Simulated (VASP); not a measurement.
Wanted: the native input for a VASP 6.6.1 run.

| Quantity | Value |
| --- | --- |
| Task | single point |
| Functional | HSE06 |
| Potentials or basis | VASP PAW PBE potentials, release 64 (Al, As) |
| Cutoff | 400 eV |
| k mesh | 4 × 4 × 4 |
| Occupations | gaussian, width 0.01 eV |
| Spin | no spin polarisation |
| Dipole correction | no |
| Grid for exact exchange (PRECFOCK) | Normal |
| Further INCAR settings | ALGO = Normal; EDIFF = 1e-06; NBANDS = 11 |
| Screening parameter | 0.2079 1/Å |

The system is AlAs.

```
Al As
1.0
     0.00000    2.83892    2.83892
     2.83892    0.00000    2.83892
     2.83892    2.83892    0.00000
Al As
1 1
Direct
  0.00000 0.00000 0.00000
  0.25000 0.25000 0.25000
```

These files were run (other wordings do the same):

POSCAR

```
AlAs
1.0
    0.0000000000      2.8389246377      2.8389246377
    2.8389246377      0.0000000000      2.8389246377
    2.8389246377      2.8389246377      0.0000000000
Al As
1 1
Direct
    0.0000000000      0.0000000000      0.0000000000
    0.2500000000      0.2500000000      0.2500000000
```

INCAR.step1

```
SYSTEM = AlAs
ALGO = Normal ; EDIFF = 1E-5
ENCUT = 400 ; GGA = PE
GGA_COMPAT = .FALSE. ; ISIF = 2
ISMEAR = 0 ; LASPH = .TRUE.
LCHARG = .FALSE. ; LREAL = .FALSE.
LWAVE = .TRUE. ; NBANDS = 11
NELM = 120 ; PREC = Accurate
SIGMA = 0.01
```

INCAR.step2

```
SYSTEM = AlAs
ALGO = Normal ; EDIFF = 1E-6
ENCUT = 400 ; GGA = PE
GGA_COMPAT = .FALSE. ; HFSCREEN = 0.2079
ISIF = 2 ; ISMEAR = 0
ISTART = 1 ; LASPH = .TRUE.
LCHARG = .FALSE. ; LHFCALC = .TRUE.
LREAL = .FALSE. ; LWAVE = .FALSE.
NBANDS = 11 ; NELM = 120
PREC = Accurate ; PRECFOCK = Normal
SIGMA = 0.01
```

KPOINTS

```
k-points
0
G
  4 4 4
  0 0 0
```

Potentials or basis: VASP PAW PBE potentials, release 64 (Al, As).

Command:

```sh
$ cat potpaw_PBE.64/Al/POTCAR potpaw_PBE.64/As/POTCAR > POTCAR
$ cp INCAR.step1 INCAR
$ mpirun -np 1 vasp_std > vasp.out
$ cp INCAR.step2 INCAR
$ mpirun -np 1 vasp_std > vasp.out
```

It gave:

The pressure is 0.2 GPa. The band gap on the k mesh is 2.11 eV, indirect (least direct gap 2.89 eV).

Caveat: the k points lie up to 0.48 Å⁻¹ apart; the PAW data sets were made with another functional, which shifts forces and pressure a little.

Wall time 88 s on 1 thread of Intel(R) Xeon(R) Platinum 8375C CPU @ 2.90GHz (Ice Lake), with other jobs on the host, peak memory 0.26 GiB.
